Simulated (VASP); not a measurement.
Set up this calculation in VASP 6.6.1, as the native input.

- Task: single point
- Functional: PBE
- Potentials or basis: VASP PAW PBE potentials, release 64 (Al, Cl)
- Cutoff: 400 eV
- k mesh: 9 × 9 × 1
- Occupations: gaussian, width 0.1 eV
- Spin: no spin polarisation
- Dipole correction: yes
- Further INCAR settings: ALGO = Normal; EDIFF = 1e-06; NBANDS = 16; NELMDL = -8

The structure of Al3Cl lies in POSCAR:

```
Al3Cl
1.0
    2.8567582918      0.0000000000      0.0000000000
    0.0000000000      2.8567582918      0.0000000000
    0.0000000000      0.0000000000     19.6746954375
Al Cl
3 1
Direct
    0.5000000000      0.5000000000      0.2033068320
    0.0000000000      0.0000000000      0.3092728611
    0.5000000000      0.5000000000      0.4154928580
    0.5000000000      0.8333333333      0.5121741825
```

These files were run (other wordings do the same):

INCAR

```
ALGO = Normal
DIPOL = 0.5 0.5 0.360
EDIFF = 1E-6
ENCUT = 400
GGA = PE
GGA_COMPAT = F
IDIPOL = 3
ISIF = 2
ISMEAR = 0
LASPH = T
LCHARG = F
LDIPOL = T
LREAL = F
LWAVE = F
NBANDS = 16
NELM = 120
NELMDL = -8
PREC = Accurate
SIGMA = 0.1
```

KPOINTS

```
k-points
0
Gamma
  9 9 1
```

Potentials or basis: VASP PAW PBE potentials, release 64 (Al, Cl).

Command:

```bash
$ cat potpaw_PBE.64/Al/POTCAR potpaw_PBE.64/Cl/POTCAR > POTCAR
$ mpirun -np 1 vasp_std > vasp.out
```

Results of the run:

```yaml
Largest_force: 0.590 eV/Å
Band_gap_on_the_k_mesh: zero (band 8 reaches 1.10 eV, above the bottom of band 9 at -0.01 eV)
```

It took 77 s on 1 thread of Intel Xeon 6975P-C (shared host), peak memory 0.23 GiB.
